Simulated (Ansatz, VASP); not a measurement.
## Two plane-wave programs on Ti

```
Ti
1.0
    -2.00183    1.64239    1.46478
     1.64239   -2.00183    1.46478
     3.64284    3.64284   -2.12308
Ti
2
Direct
  0.95851 0.04149 0.00000
  0.79149 0.20851 0.50000
```

Alike in both runs: task single point; functional LDA; k mesh 16 × 16 × 8; occupations fermi-dirac, width 0.1 eV; no spin polarisation.

|  | VASP | Ansatz |
| --- | --- | --- |
| version | VASP 6.6.1 | Ansatz 0.2.0 |
| potentials or method | VASP PAW LDA potentials, release 64 (Ti_sv), cutoff 520 eV | plane waves (420 eV) with PAW, scalar-relativistic |
| valence electrons in the cell | 24 | 24 |

```tsv
	VASP	Ansatz	Ansatz less VASP
pressure (GPa)	-11.7	-11.7	+0.04
traceless stress, the component that is largest in VASP (GPa)	-0.17	-0.17	-0.006
```

Ansatz warns that its potentials were made for another functional, while VASP's fit it. LDA's correlation is that of Perdew and Zunger in VASP and of Perdew and Wang (1992) in Ansatz.
